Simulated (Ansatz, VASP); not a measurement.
**Two plane-wave programs on Ag**

Contents of INCAR:

```
SYSTEM = Ag
ALGO = Fast
EDIFF = 1E-6
ENCUT = 520
GGA_COMPAT = .False.
ISIF = 2
ISMEAR = -1
LASPH = .True.
LCHARG = .True.
LMAXMIX = 4
LORBIT = 11
LORBMOM = .True.
LREAL = .False.
LSORBIT = .True.
LVHAR = .True.
LWAVE = .False.
MAGMOM = 0 0 0
NBANDS = 22
NELM = 150
PREC = Accurate
SIGMA = 0.05
```

Contents of KPOINTS:

```
k-points
0
Gamma
  8 8 8
  0 0 0
```

POSCAR

```
Ag
1.0
   -1.6556540000      1.6556540000      1.6556540000
    1.6556540000     -1.6556540000      1.6556540000
    1.6556540000      1.6556540000     -1.6556540000
Ag
1
Direct
    0.0000000000      0.0000000000      0.0000000000
```

The input input.yaml:

```yaml
crystal:
  lattice:
    - [-1.655654, 1.655654, 1.655654]
    - [1.655654, -1.655654, 1.655654]
    - [1.655654, 1.655654, -1.655654]
  atoms:
    - { symbol: Ag, position: [0.0, 0.0, 0.0] }
hamiltonian:
  xc: lda
  pseudopotentials: { kind: paw_fr }
magnetization:
  noncollinear: true
  spin_orbit: true
kpoints:
  mp_grid: { grid: [8, 8, 8] }
  band_path:
    path:
      - [[0.0, 0.0, 0.0], [0.5, -0.5, 0.5], [0.0, 0.0, 0.5], [0.0, 0.0, 0.0], [0.25, 0.25, 0.25], [0.5, -0.5, 0.5]]
      - [[0.25, 0.25, 0.25], [0.0, 0.0, 0.5]]
    npoints: 14
scf:
  occupations: { method: fermi_dirac, width: 0.05 }
  n_extra_bands: 6
output:
  forces: true
  stress: true
  eigenvalues: true
  fatbands: false
  write_density: true
  write_potential: true
  elf: true
  volumetric_format: npy
```

Alike in both runs: functional LDA; k mesh 8 × 8 × 8; occupations fermi-dirac, width 0.05 eV; non-collinear spin, spin-orbit coupling.

```csv
,VASP,Ansatz
version,VASP 6.6.1,Ansatz 0.2.0
potentials or method,"VASP PAW LDA potentials, release 64 (Ag)",Ansatz PAW
plane-wave cutoff (eV),520,420
valence electrons in the cell,11,19
task,single point,band structure
```

|  | VASP | Ansatz | Ansatz less VASP |
| --- | --- | --- | --- |
| pressure (GPa) | -11.4 | -11.6 | -0.18 |
| net moment per atom (μB) | 0.00 | 0.00 | 0.000 |

LDA's correlation is that of Perdew and Zunger in VASP and of Perdew and Wang (1992) in Ansatz. VASP's potentials hold 11 valence electrons a cell and Ansatz's 19, so a difference there can come from the potentials and not from the codes.
